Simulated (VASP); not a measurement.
# ScSiS3 (P4mm) in VASP: notebook, part 2 of 2

VASP 6.6.1. The steps go on from the part before.

## 3. Relaxation of cell and atoms, PBE

Input file INCAR:

```
SYSTEM = ScSiS3
PREC = Accurate ; ENCUT = 600
EDIFF = 1E-6 ; ISMEAR = 0
SIGMA = 0.1 ; LREAL = .False.
LASPH = .True. ; NELM = 60
ALGO = Normal ; ISIF = 3
LWAVE = .False. ; LCHARG = .False.
GGA = PE ; IBRION = 2
NSW = 90 ; EDIFFG = -0.04
```

Input file KPOINTS:

```
Automatic mesh
0
Gamma
  4 4 4
  0 0 0
```

Input file POSCAR:

```
ScSiS3
1.0
    4.6373485300      0.0000000000      0.0000000000
    0.0000000000      4.6373485300      0.0000000000
    0.0000000000      0.0000000000      4.6285429400
Sc Si S
1 1 3
Direct
    0.5000000000      0.5000000000      0.9971854100
    0.0000000000      0.0000000000      0.4854922900
    0.0000000000      0.5000000000      0.4852201000
    0.0000000000      0.0000000000      0.9854010900
    0.5000000000      0.0000000000      0.4852201000
```

Potentials or basis: VASP PAW PBE potentials, release 64 (Sc_sv, Si, S).

Command:

```sh
> cat potpaw_PBE.64/Sc_sv/POTCAR potpaw_PBE.64/Si/POTCAR potpaw_PBE.64/S/POTCAR > POTCAR
> mpirun -np 1 vasp_std > vasp.out
```

OUTCAR:

```text
SYSTEM = ScSiS3
   PREC = Accurate
   ENCUT = 600
   EDIFF = 1E-6
   ISMEAR = 0
   LREAL = .False.
   LASPH = .True.
   NELM = 60
   ISIF = 3
   GGA = PE
   IBRION = 2
   NSW = 90
   EDIFFG = -0.04

 ion  position               nearest neighbor table
   1  0.500  0.500  0.997-
   2  0.000  0.000  0.485-   4 2.31   4 2.31   5 2.32   3 2.32   3 2.32   5 2.32
   3  0.000  0.500  0.485-   2 2.32   2 2.32
   4  0.000  0.000  0.985-   2 2.31   2 2.31
   5  0.500  0.000  0.485-   2 2.32   2 2.32

  LATTYP: Found a simple tetragonal cell.
 ALAT       =     4.6373485300
 C/A-ratio  =     0.9981011585

  Lattice vectors:

 A1 = (   4.6373485300,   0.0000000000,   0.0000000000)
 A2 = (   0.0000000000,   4.6373485300,   0.0000000000)
 A3 = (   0.0000000000,   0.0000000000,   4.6285429400)

Analysis of symmetry for initial positions (statically):
=====================================================================
 Subroutine PRICEL returns:
 Original cell was already a primitive cell.

 Routine SETGRP: Setting up the symmetry group for a
 simple tetragonal supercell.

 Subroutine GETGRP returns: Found  8 space group operations
 (whereof  8 operations were pure point group operations)
 out of a pool of 16 trial point group operations.

The static configuration has the point symmetry C_4v.

Analysis of symmetry for dynamics (positions and initial velocities):
=====================================================================
[... 268 lines left out ...]
  FREE ENERGIE OF THE ION-ELECTRON SYSTEM (eV)
  ---------------------------------------------------
  free  energy   TOTEN  =       -26.5627051289 eV

  energy  without entropy=      -26.5548241258  energy(sigma->0) =      -26.55876463

 E-fermi :   6.8814     XC(G=0): -10.0002

 val. band max:        6.8798918677   @ k =   0.5000   0.0000   0.0000
 cond. band min:       6.9335101868   @ k =   0.0000   0.0000   0.5000
 fundamental gap:      0.0536183191
 Fermi energy:         6.8813727004

 k-point     1 :       0.0000    0.0000    0.0000
  band No.  band energies     occupation
      1     -44.2427      2.00000
      2     -22.9740      2.00000
      3     -22.8039      2.00000
      4     -22.8039      2.00000
      5      -9.6479      2.00000
      6      -6.2600      2.00000
[... 403 lines left out ...]
     19       7.9460      0.00000
     20       8.0661      0.00000

[... ionic steps 4 to 35 ...]

--------------------------------------- Ionic step       36  -------------------------------------------

 number of electron      33.0000001 magnetization

------------------------ aborting loop because EDIFF is reached ----------------------------------------
[... 73 lines left out ...]
--------------------------------------- Ionic step       38  -------------------------------------------

 number of electron      33.0000001 magnetization

 Free energy of the ion-electron system (eV)
  ---------------------------------------------------
  ext. energy  EPLUGINS =         0.00000000
  ---------------------------------------------------
  free energy    TOTEN  =       -28.37046583 eV

  energy without entropy =      -28.36626865  energy(sigma->0) =      -28.36836724

 E-fermi :   5.2824     XC(G=0):  -9.3757

 val. band max:        5.2014002877   @ k =   0.2500   0.0000   0.5000
 cond. band min:       5.5123760369   @ k =   0.2500   0.2500   0.5000
 fundamental gap:      0.3109757492
 Fermi energy:         5.2823670642

 k-point     1 :       0.0000    0.0000    0.0000
  band No.  band energies     occupation
      1     -45.5152      2.00000
      2     -24.1752      2.00000
      3     -24.0950      2.00000
      4     -24.0950      2.00000
      5     -10.3139      2.00000
      6      -7.5466      2.00000
[... 435 lines left out ...]
  FREE ENERGIE OF THE ION-ELECTRON SYSTEM (eV)
  ---------------------------------------------------
  free  energy   TOTEN  =       -28.3704658287 eV

  energy  without entropy=      -28.3662686483  energy(sigma->0) =      -28.36836724

 reached required accuracy - stopping structural energy minimisation
```

OSZICAR:

```text
N       E                     dE             d eps       ncg     rms          rms(c)
DAV:   1     0.355590275825E+03    0.35559E+03   -0.15620E+04   720   0.165E+03
DAV:   2     0.266202682305E+02   -0.32897E+03   -0.32279E+03   760   0.462E+02
DAV:   3    -0.278589983381E+02   -0.54479E+02   -0.51676E+02  1196   0.141E+02
DAV:   4    -0.311362194835E+02   -0.32772E+01   -0.32337E+01  1028   0.341E+01
[... 465 lines left out ...]
DAV:   2    -0.283704893226E+02   -0.17054E-03   -0.28137E-03   964   0.413E-01    0.419E-02
DAV:   3    -0.283704736882E+02    0.15634E-04   -0.11947E-04  1160   0.929E-02    0.294E-02
DAV:   4    -0.283704675801E+02    0.61080E-05   -0.29702E-05  1068   0.478E-02    0.147E-02
DAV:   5    -0.283704662779E+02    0.13022E-05   -0.91125E-06   996   0.208E-02    0.574E-03
DAV:   6    -0.283704658287E+02    0.44925E-06   -0.41870E-07   396   0.783E-03
  38 F= -.28370466E+02 E0= -.28368367E+02  d E =-.268801E-03
```

CONTCAR:

```text
ScSiS3
   1.00000000000000
     4.3592291949258408    0.0000000000000000    0.0000000000000000
     0.0000000000000000    4.3592291949258408    0.0000000000000002
     0.0000000000000000   -0.0000000000000000    5.5517747166081515
  Sc              Si              S
     1     1     3
Direct
     0.5000000000000000    0.5000000000000000    0.1553461581272394
     0.0000000000000000    0.0000000000000000    0.5435322898737026
     0.0000000000000000    0.5000000000000000    0.4057954590231559
     0.0000000000000000    0.0000000000000000    0.9280496239527517
     0.5000000000000000    0.0000000000000000    0.4057954590231559

  0.00000000E+00  0.00000000E+00  0.00000000E+00
  0.00000000E+00  0.00000000E+00  0.00000000E+00
  0.00000000E+00  0.00000000E+00  0.00000000E+00
  0.00000000E+00  0.00000000E+00  0.00000000E+00
  0.00000000E+00  0.00000000E+00  0.00000000E+00
```

Wall time 20 min (1 thread of Intel Xeon Platinum 8488C (Sapphire Rapids), shared host); peak memory 0.27 GiB.

Results:

```
Free energy                           : -28.3705 eV
Relaxed volume                        : 21.10 Å³/atom
Relaxed cell                          : a = 4.359 Å, b = 4.359 Å, c = 5.552 Å, α = 90.00°, β = 90.00°, γ = 90.00°
Space group after relaxing (to 0.1 Å) : P4mm (No. 99)
Energy gained by relaxing             : 389.0 meV/atom
Ionic steps                           : 38
Pressure after relaxing               : 0.0 GPa
Largest force after relaxing          : 0.025 eV/Å
Band gap on the k mesh                : zero (an odd number of electrons rules out a gap without spin polarisation)
```

Forces in eV/Å, atoms in the order of the input:
```
Sc   0.000  0.000  0.025
Si   0.000  0.000  0.021
S    0.000  0.000 -0.022
S    0.000  0.000 -0.002
S    0.000  0.000 -0.022
```

Step by step:
```
step  energy change (eV)  largest force (eV/Å)  pressure (GPa)  volume (Å³)
   1              0.0000                0.2528           -5.49        99.54
   2             -0.1234                0.3171            2.25        90.02
   3             -0.1374                0.3041            0.12        92.16
   4             -0.1457                0.4046            0.17        92.13
   5             -0.1836                0.6820            0.33        92.04
   6             -0.3098                1.1216            0.80        91.85
   7             -0.6784                1.3024            2.43        91.47
   8             -0.9528                1.3128            9.56        90.70
   9             -1.0039                1.0692            5.95        91.01
  10             -1.0189                1.1445            6.91        90.92
  11             -1.0197                1.1465            6.94        90.93
  12             -1.0220                1.1523            7.00        90.95
  13             -1.0260                1.1649            7.12        91.00
  14             -1.0314                1.1903            7.40        91.09
  15             -1.0312                1.2402            7.98        91.28
  16             -1.0332                1.2146            7.68        91.19
  17             -1.0396                1.2134            7.59        91.29
  18             -1.0586                1.2090            7.33        91.58
  19             -1.0952                1.2024            6.81        92.18
  20             -1.1628                1.1989            5.84        93.38
  21             -1.2783                1.2446            4.14        95.81
  22             -1.4428                1.3559            1.34       100.76
  23             -1.5070                1.3709           -2.65       111.08
  24             -1.5239                1.3671           -1.66       108.05
  25             -1.6075                1.1519           -1.44       108.10
  26             -1.7918                0.6823           -0.60       108.15
  27             -1.8230                1.6038            1.95       107.79
  28             -1.8660                0.9037            0.77       108.01
  29             -1.9175                0.4321           -0.57       109.02
  30             -1.9187                0.3807           -0.79       109.20
  31             -1.9295                0.2985           -0.45       108.27
  32             -1.9363                0.2558            0.20       106.69
  33             -1.9400                0.1663           -0.10       106.69
  34             -1.9415                0.1119           -0.48       106.68
  35             -1.9442                0.0749           -0.19       106.02
  36             -1.9449                0.0605            0.08       105.41
  37             -1.9449                0.0602            0.08       105.44
  38             -1.9452                0.0253            0.02       105.50
```

Final structure:
```
Sc Si S
1.0
     4.35923    0.00000    0.00000
     0.00000    4.35923    0.00000
     0.00000    0.00000    5.55177
Sc Si S
1 1 3
Direct
  0.50000 0.50000 0.15535
  0.00000 0.00000 0.54353
  0.00000 0.50000 0.40580
  0.00000 0.00000 0.92805
  0.50000 0.00000 0.40580
```

Caveat: a cell axis changed by over 15 % at a fixed basis, so the end point is rough.

The gap in the log of VASP goes by the Fermi energy; the results here count the filled bands.